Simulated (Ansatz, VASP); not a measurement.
## One calculation of Sn3As, two programs

```xyz
4
Lattice="-2.8758 2.8758 2.8758 2.8758 -2.8758 2.8758 2.8758 2.8758 -2.8758" Properties=species:S:1:pos:R:3 pbc="T T T"
Sn    2.8758    0.0000    0.0000
Sn    0.0000    2.8758    0.0000
Sn    0.0000    0.0000    2.8758
As    0.0000    0.0000    0.0000
```

Alike in both runs: task single point; functional PBE; k mesh 12 × 12 × 12; occupations gaussian, width 0.1 eV; no spin polarisation.

|  | VASP | Ansatz |
| --- | --- | --- |
| version | VASP 6.6.1 | Ansatz 0.2.0 |
| potentials or method | VASP PAW PBE potentials, release 64 (Sn_d, As), cutoff 520 eV | scalar-relativistic, plane waves, PAW |
| valence electrons in the cell | 47 | 57 |

|  | VASP | Ansatz | Ansatz less VASP |
| --- | --- | --- | --- |
| gap on the k mesh at the Fermi level (eV) | none | none | - |
| pressure (GPa) | 9.3 | 9.3 | +0.03 |

A gap of «none» marks a metal or a gap that the smearing closes. VASP's potentials hold 47 valence electrons a cell and Ansatz's 57, so a difference there can come from the potentials and not from the codes.
